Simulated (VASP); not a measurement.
# SiW (wurtzite type) (P6_3mc) in VASP: relaxation of cell and atoms with PBE

Aim: the relaxation of cell and atoms of SiW (wurtzite type) with PBE.

Everything below comes from runs of VASP 6.6.1. Logs are shortened: lines on timing, memory, paths and dates and some standing lists are left out, and cuts for length are marked.

**1. The cell of the first run**

It takes space group P6_3mc (No. 186, hexagonal). The conventional cell has a = 3.211 Å, b = 3.211 Å, c = 5.234 Å, α = 90.00°, β = 90.00°, γ = 120.00°. Within 2.6 Å of W (site symmetry 3m) lie 4 Si at 1.96 to 1.97 Å. Si (site symmetry 3m) has 4 W at 1.96 to 1.97 Å within 2.6 Å.

**2. Relaxation of cell and atoms, PBE, target pressure 160 GPa, at which the enthalpy is minimised**

The input, INCAR:

```
PREC = Accurate
ENCUT = 600
EDIFF = 1E-7
ISMEAR = -1
SIGMA = 0.1
LREAL = F
LASPH = T
NELM = 80
ALGO = Normal
ISIF = 3
LWAVE = F
LCHARG = F
GGA = PE
IBRION = 2
NSW = 60
EDIFFG = -0.005
PSTRESS = 1600.0
```

The input, KPOINTS:

```
Automatic mesh
0
Gamma
  10 10 6
```

The input, POSCAR:

```
SiW
1.0
    3.2110822374      0.0000000000      0.0000000000
   -1.6055411187      2.7808787913      0.0000000000
    0.0000000000      0.0000000000      5.2340640470
W Si
2 2
Direct
    0.3333333333      0.6666666667      0.0000000000
    0.6666666667      0.3333333333      0.5000000000
    0.3333333333      0.6666666667      0.3760000000
    0.6666666667      0.3333333333      0.8760000000
```

Potentials or basis: VASP PAW PBE potentials, release 64 (W_sv, Si).

The run is started by

```console
> cat potpaw_PBE.64/W_sv/POTCAR potpaw_PBE.64/Si/POTCAR > POTCAR
> mpirun -np 1 vasp_std > vasp.out
```

OUTCAR:

```text
PREC = Accurate
   ENCUT = 600
   EDIFF = 1E-7
   ISMEAR = -1
   LREAL = F
   LASPH = T
   NELM = 80
   ISIF = 3
   GGA = PE
   IBRION = 2
   NSW = 60
   EDIFFG = -0.005
   PSTRESS = 1600.0

 ion  position               nearest neighbor table
   1  0.333  0.667  0.000-   4 1.96   4 1.96   4 1.96   3 1.97   2 3.21   2 3.21   2 3.21   2 3.21
                             2 3.21   2 3.21   3 3.27
   2  0.667  0.333  0.500-   3 1.96   3 1.96   3 1.96   4 1.97   1 3.21   1 3.21   1 3.21   1 3.21
                             1 3.21   1 3.21   4 3.27
   3  0.333  0.667  0.376-   2 1.96   2 1.96   2 1.96   1 1.97   1 3.27
   4  0.667  0.333  0.876-   1 1.96   1 1.96   1 1.96   2 1.97   2 3.27

  LATTYP: Found a hexagonal cell.
 ALAT       =     3.2110822374
 C/A-ratio  =     1.6300000000

  Lattice vectors:

 A1 = (   3.2110822374,   0.0000000000,   0.0000000000)
 A2 = (  -1.6055411187,   2.7808787913,   0.0000000000)
 A3 = (   0.0000000000,   0.0000000000,   5.2340640470)

Analysis of symmetry for initial positions (statically):
=====================================================================
 Subroutine PRICEL returns:
 Original cell was already a primitive cell.

 Routine SETGRP: Setting up the symmetry group for a
 hexagonal supercell.

 Subroutine GETGRP returns: Found 12 space group operations
 (whereof  6 operations were pure point group operations)
 out of a pool of 24 trial point group operations.

The static configuration has the point symmetry C_3v.
 The point group associated with its full space group is C_6v.

Analysis of symmetry for dynamics (positions and initial velocities):
=====================================================================
 Subroutine PRICEL returns:
 Original cell was already a primitive cell.

 Routine SETGRP: Setting up the symmetry group for a
 hexagonal supercell.

 Subroutine GETGRP returns: Found 12 space group operations
 (whereof  6 operations were pure point group operations)
 out of a pool of 24 trial point group operations.

The dynamic configuration has the point symmetry C_3v.
 The point group associated with its full space group is C_6v.

 Subroutine INISYM returns: Found 12 space group operations
 (whereof  6 operations are pure point group operations),
 and found     1 'primitive' translations

----------------------------------------------------------------------------------------

                                     Primitive cell

  volume of cell :      46.7383
[... 106 lines left out ...]
   EMIN   =  10.00;   EMAX   =-10.00  energy-range for DOS
   EFERMI =   0.00;   METHOD = LEGACY
   ISMEAR =    -1;   SIGMA  =   0.10  broadening in eV -4-tet -1-fermi 0-gaus
   EFERMI_NEDOS =   21; number of points for ismear=-14 and -15
   IALGO  =     38    algorithm
   IMIX   =      4    mixing-type and parameters
     AMIX     =   0.40;   BMIX     =  1.00
     AMIX_MAG =   1.60;   BMIX_MAG =  1.00
  volume/ion in A,a.u.               =      11.68        78.85
  Fermi-wavevector in a.u.,A,eV,Ry     =   1.500669  2.835853 30.640409  2.252007
  Thomas-Fermi vector in A             =   2.612139
   LORBIT       =      0    0 simple, 1 ext, 2 COOP (PROOUT), +10 PAW based schemes
   GGA     = PE    functional components
   LHFCALC =     F    Hartree Fock is set to
   AEXX    =    0.0000 exact exchange contribution
   IVDW    =     0    specifies the selected vdW correction
   LEPSILON=     F    determine dielectric tensor
   LRPA    =     F    only Hartree local field effects (RPA)
 conjugate gradient relaxation of ions
 non-spin polarized calculation
  energy-cutoff  :      600.00
  volume of cell :       46.74
 maximum number of plane-waves:      1579
 NGX is ok and might be reduce to    28
   NGX = 13   NGY = 13   NGZ = 21

--------------------------------------- Ionic step        1  -------------------------------------------

 number of electron      36.0000001 magnetization

 Free energy of the ion-electron system (eV)
  ---------------------------------------------------
  ext. energy  EPLUGINS =         0.00000000
  ---------------------------------------------------
  free energy    TOTEN  =       -14.12998190 eV

  energy without entropy =      -14.07176421  energy(sigma->0) =      -14.10087305

------------------------ aborting loop because EDIFF is reached ----------------------------------------

  FORCE on cell =-STRESS in cart. coord.  units (eV):
  Direction    XX          YY          ZZ          XY          YZ          ZX
  --------------------------------------------------------------------------------------
  -------------------------------------------------------------------------------------
  Total       64.6697860     64.6697860     62.0287624      0.0000000      0.0000000      0.0000000
  in kB     2216.8662189   2216.8662190   2126.3325034      0.0000000      0.0000000      0.0000000
  external PRESSURE =     586.6883137 kB  Pullay stress =    1600.0000000 kB
[... 27 lines left out ...]
--------------------------------------- Ionic step        2  -------------------------------------------

 number of electron      36.0000003 magnetization

 E-fermi :   6.2869     XC(G=0): -10.6257

 val. band max:        6.2730392807   @ k =   0.4000   0.1000   0.5000
 cond. band min:       6.2892422078   @ k =   0.1000   0.1000   0.5000
 fundamental gap:      0.0162029271
 Fermi energy:         6.2869141683

 k-point     1 :       0.0000    0.0000    0.0000
  band No.  band energies     occupation
      1     -67.4360      2.00000
      2     -67.4345      2.00000
      3     -31.7493      2.00000
      4     -31.6949      2.00000
      5     -31.6931      2.00000
      6     -31.6931      2.00000
[... 666 lines left out ...]
  energy  without entropy=      -20.3815419464  energy(sigma->0) =      -20.41601447

  enthalpy is  TOTEN    =        31.8401049362 eV   P V=       52.2905919341

[... ionic steps 4 to 43 ...]

--------------------------------------- Ionic step       44  -------------------------------------------

 number of electron      35.9999998 magnetization

------------------------ aborting loop because EDIFF is reached ----------------------------------------
[... 75 lines left out ...]
--------------------------------------- Ionic step       46  -------------------------------------------

 number of electron      35.9999998 magnetization

 Free energy of the ion-electron system (eV)
  ---------------------------------------------------
  ext. energy  EPLUGINS =         0.00000000
  ---------------------------------------------------
  free energy    TOTEN  =       -24.75706828 eV

  energy without entropy =      -24.71364226  energy(sigma->0) =      -24.73535527

 E-fermi :  13.1362     XC(G=0): -13.1950

 val. band max:       13.1234456631   @ k =   0.5000   0.0000   0.3333
 cond. band min:      13.1368760411   @ k =   0.4000   0.1000   0.3333
 fundamental gap:      0.0134303779
 Fermi energy:        13.1362347750

 k-point     1 :       0.0000    0.0000    0.0000
  band No.  band energies     occupation
      1     -60.0178      2.00000
      2     -59.9465      2.00000
      3     -25.1669      2.00000
      4     -24.7974      2.00000
      5     -24.7974      2.00000
      6     -24.5289      2.00000
[... 626 lines left out ...]
  energy  without entropy=      -24.7136422562  energy(sigma->0) =      -24.73535527

  enthalpy is  TOTEN    =        23.8965493075 eV   P V=       48.6536175832

 reached required accuracy - stopping structural energy minimisation
```

OSZICAR:

```text
N       E                     dE             d eps       ncg     rms          rms(c)
DAV:   1     0.417745432778E+03    0.41775E+03   -0.23213E+04  2464   0.202E+03
DAV:   2     0.323951476166E+01   -0.41451E+03   -0.40737E+03  2656   0.548E+02
DAV:   3    -0.154154341929E+02   -0.18655E+02   -0.17973E+02  3100   0.103E+02
[... 448 lines left out ...]
DAV:   5    -0.247569651174E+02    0.13639E-07   -0.71282E-08  1796   0.241E-03
  45 F= 0.23896549E+02 E0= 0.23918262E+02  d E =-.281660E-03
       N       E                     dE             d eps       ncg     rms          rms(c)
DAV:   1    -0.247570684657E+02   -0.10333E-03   -0.67157E-06  2560   0.269E-02    0.236E-03
DAV:   2    -0.247570683489E+02    0.11685E-06   -0.38278E-07  2668   0.592E-03    0.128E-03
DAV:   3    -0.247570682758E+02    0.73130E-07   -0.13912E-07  1474   0.333E-03
  46 F= 0.23896549E+02 E0= 0.23918262E+02  d E =-.281560E-03
```

Wall time 29 min (1 thread of Intel Xeon Platinum 8259CL at 2.50GHz (Skylake/Cascade Lake), shared host); peak memory 0.23 GiB.

What came out:

- Free energy: -24.7571 eV
- Relaxed volume: 12.18 Å³/atom
- Relaxed cell: a = 3.625 Å, b = 3.625 Å, c = 4.280 Å, α = 90.00°, β = 90.00°, γ = 120.00°
- Space group after relaxing (to 0.05 Å): P6_3/mmc (No. 194)
- Energy change on relaxing (the enthalpy is what falls): -2656.8 meV/atom
- Ionic steps: 46
- Pressure after relaxing: 159.9 GPa
- Largest force after relaxing: 0.003 eV/Å
- Band gap on the k mesh: zero (band 18 reaches 13.97 eV, above the bottom of band 19 at 12.91 eV)

Forces on the atoms (eV/Å):
```
W    0.000  0.000 -0.003
W    0.000  0.000 -0.003
Si   0.000  0.000  0.003
Si   0.000  0.000  0.003
```

The path:
```tsv
step	energy change (eV)	largest force (eV/Å)	pressure (GPa)	volume (Å³)
1	0.0000	0.2794	218.67	46.74
3	-6.3205	0.3168	145.62	52.36
5	-5.0762	0.2861	159.94	51.06
7	-5.7383	9.5151	159.11	50.95
9	-5.4072	17.1611	166.33	50.46
11	-5.0095	20.1294	171.58	50.14
13	-4.9432	20.5047	172.40	50.10
15	-4.9471	20.5416	172.39	50.10
17	-4.9614	20.6885	172.37	50.10
19	-5.0017	21.2605	172.39	50.12
21	-5.0099	21.6567	172.53	50.13
23	-5.0874	21.5653	172.19	50.14
25	-5.4295	21.1484	170.68	50.17
27	-6.6766	19.3782	165.26	50.30
29	-8.7674	9.1203	158.66	50.57
31	-9.3520	10.4454	155.25	50.51
33	-11.5260	3.8786	145.19	50.00
35	-11.4594	2.9108	145.74	49.84
37	-10.6018	1.4963	159.79	48.74
39	-10.2109	0.9107	165.65	48.33
41	-10.3519	0.4534	163.82	48.45
43	-10.6215	0.0402	160.08	48.71
45	-10.6270	0.0026	159.94	48.72
46	-10.6271	0.0034	159.94	48.72
```

Final structure:
```cif
data_structure
_symmetry_space_group_name_H-M 'P 1'
_symmetry_Int_Tables_number 1
_cell_length_a 3.6253
_cell_length_b 3.6253
_cell_length_c 4.2803
_cell_angle_alpha 90.000
_cell_angle_beta 90.000
_cell_angle_gamma 120.000
_cell_volume 48.72
loop_
_atom_site_label
_atom_site_type_symbol
_atom_site_fract_x
_atom_site_fract_y
_atom_site_fract_z
_atom_site_occupancy
W1 W 0.33333 0.66667 0.93801 1
W2 W 0.66667 0.33333 0.43801 1
Si1 Si 0.33333 0.66667 0.43799 1
Si2 Si 0.66667 0.33333 0.93799 1
```

Levels at points of the mesh, in eV from the Fermi level:
```
           k point  band 14  band 15  band 16  band 17  band 18  band 19  band 20  band 21  band 22
(0.00, 0.00, 0.00)    -4.36    -3.61    -3.61    -2.94    -1.91     1.31     1.31     3.87     5.13
(0.50, 0.00, 0.00)    -3.33    -3.12    -2.44    -1.58    -0.77     0.35     0.42     3.19     3.23
(0.00, 0.00, 0.50)    -5.61    -5.11    -5.11     0.84     0.84     0.84     0.84     5.85     5.85
(0.50, 0.00, 0.50)    -4.30    -3.91    -3.91    -1.04    -1.04    -0.04    -0.04     3.53     3.53
```

Caveat: the cell is relaxed towards a set pressure, so the enthalpy falls and the energy may rise; spin-orbit coupling is left out, which moves the levels of the heavy elements.
